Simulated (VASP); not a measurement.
Here is a VASP 6.6.1 calculation.

INCAR

```
  ALGO = Normal
  EDIFF = 1E-8
  ENCUT = 520
  GGA = PS
  IBRION = 8
  ISIF = 2
  ISMEAR = 0
  LASPH = True
  LCHARG = False
  LEPSILON = True
  LREAL = False
  LWAVE = False
  NELM = 60
  NSW = 1
  PREC = Accurate
  SIGMA = 0.01
```

KPOINTS

```
k-points
0
Gamma
  8 8 8
```

POSCAR

```
CaO
1.0
    0.0000000000      2.2984797636      2.2984797636
    2.2984797636      0.0000000000      2.2984797636
    2.2984797636      2.2984797636      0.0000000000
Ca O
1 1
Direct
    0.0000000000      0.0000000000      0.0000000000
    0.5000000000      0.5000000000      0.5000000000
```

Potentials or basis: VASP PAW PBE potentials, release 64 (Ca_sv, O).

Run with:

```bash
$ cat potpaw_PBE.64/Ca_sv/POTCAR potpaw_PBE.64/O/POTCAR > POTCAR
$ mpirun -np 1 vasp_std > vasp.out
```

Problem. What does it give for the electronic dielectric tensor (diagonal)?

Solution. 3.94.

Problem. Estimate the Born charges (mean of the diagonal).

Solution. Ca +2.41; O -2.41 e.

Problem. What does it give for the highest phonon frequency at Γ, LO-TO splitting left out?

Solution. 360 cm⁻¹.

Born effective charge tensors (e):
atom 1, Ca
```
2.41 0.00 0.00
0.00 2.41 0.00
0.00 0.00 2.41
```
atom 2, O
```
-2.41  0.00  0.00
 0.00 -2.41  0.00
 0.00  0.00 -2.41
```

Caveat: the cell wasn't relaxed at this level first, which shifts response properties.
